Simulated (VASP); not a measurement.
**Cd: single point with r2SCAN**

Crystal: Cd.

```
Cd
1.0
     0.00000    2.25978    2.25978
     2.25978    0.00000    2.25978
     2.25978    2.25978    0.00000
Cd
1
Direct
  0.00000 0.00000 0.00000
```

This isn't the form of Cd at room conditions, which is hcp.

```yaml
Program: VASP 6.6.1
Task: single point
Functional: r2SCAN
Potentials_or_basis: VASP PAW PBE potentials, release 64 (Cd)
Cutoff: 520 eV
k_mesh: 13 × 13 × 13
Occupations: fermi-dirac, width 0.1 eV
Spin: no spin polarisation
```

```json
{"Pressure": "-2.5 GPa", "Band gap on the k mesh": "zero (bands 6 and 7 overlap by 2.27 eV)"}
```

Levels at points of the mesh, in eV from the Fermi level:
```csv
k point,band 2,band 3,band 4,band 5,band 6,band 7,band 8,band 9,band 10,band 11
"(0.00, 0.00, 0.00)",-9.45,-9.45,-9.04,-9.04,-8.73,14.20,15.12,15.12,15.12,18.33
```

Run time: 44 s on 1 thread of Intel(R) Xeon(R) Platinum 8488C (Sapphire Rapids), with other jobs on the host, peak memory 0.15 GiB.

Caveat: the PAW data sets were made with another functional, which shifts forces and pressure a little.
